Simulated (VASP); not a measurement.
Set up this calculation in VASP 6.6.1, as the native input.

| Item | Value |
| --- | --- |
| Task | single point |
| Functional | PBEsol |
| Potentials or basis | VASP PAW PBE potentials, release 64 (Mg, O) |
| Cutoff | 520 eV |
| k mesh | 2 × 2 × 2, shifted |
| Occupations | gaussian, width 0.02 eV |
| Spin | no spin polarisation |
| Dipole correction | no |
| Further INCAR settings | LREAL = Auto; ALGO = Normal; EDIFF = 1e-06; NBANDS = 46; ISYM = 0 |

The structure of MgO lies in POSCAR:

```
MgO
1.0
   -1.6514125472      2.8603304359     -5.0203150538
   -1.6514125472      2.8603304359      5.0203150538
    6.6056501886      0.0000000001      0.0000000000
Mg O
8 8
Direct
    0.3314755380      0.3351911287      0.1666666667
    0.8314755380      0.8351911287      0.1666666667
    0.3314755380      0.3351911287      0.6666666667
    0.8314755380      0.8351911287      0.6666666667
    0.9148088713      0.4185244620      0.3333333333
    0.4148088713      0.9185244620      0.3333333333
    0.9148088713      0.4185244620      0.8333333333
    0.4148088713      0.9185244620      0.8333333333
    0.1328911287      0.5337755380      0.1666666667
    0.6328911287      0.0337755380      0.1666666667
    0.1328911287      0.5337755380      0.6666666667
    0.6328911287      0.0337755380      0.6666666667
    0.7162244620      0.6171088713      0.3333333333
    0.2162244620      0.1171088713      0.3333333333
    0.7162244620      0.6171088713      0.8333333333
    0.2162244620      0.1171088713      0.8333333333
```

These files were run (other wordings do the same):

INCAR

```
SYSTEM = MgO
PREC = Accurate
ENCUT = 520
EDIFF = 1E-6
ISMEAR = 0
SIGMA = 0.02
LREAL = Auto
LASPH = .TRUE.
NELM = 60
ALGO = Normal
ISIF = 2
LWAVE = .FALSE.
LCHARG = .TRUE.
GGA = PS
LELF = .TRUE.
LVHAR = .TRUE.
NBANDS = 46
ISYM = 0
```

KPOINTS

```
Automatic mesh
0
Gamma
  2 2 2
  0.5 0.5 0.5
```

Potentials or basis: VASP PAW PBE potentials, release 64 (Mg, O).

Command:

```console
$ cat potpaw_PBE.64/Mg/POTCAR potpaw_PBE.64/O/POTCAR > POTCAR
$ mpirun -np 1 vasp_std > vasp.out
```

Results of the run:

```yaml
Pressure: -0.3 GPa
Largest_force: 0.006 eV/Å
Band_gap_on_the_k_mesh: 4.93 eV
```

Caveat: the k points lie up to 0.63 Å⁻¹ apart; the PAW data sets were made with another functional, which shifts forces and pressure a little; a shifted mesh leaves out Γ, where band edges can lie.

Wall time 69 s on 1 thread of AMD EPYC 9R14 (Zen 4) (shared host), peak memory 0.29 GiB.
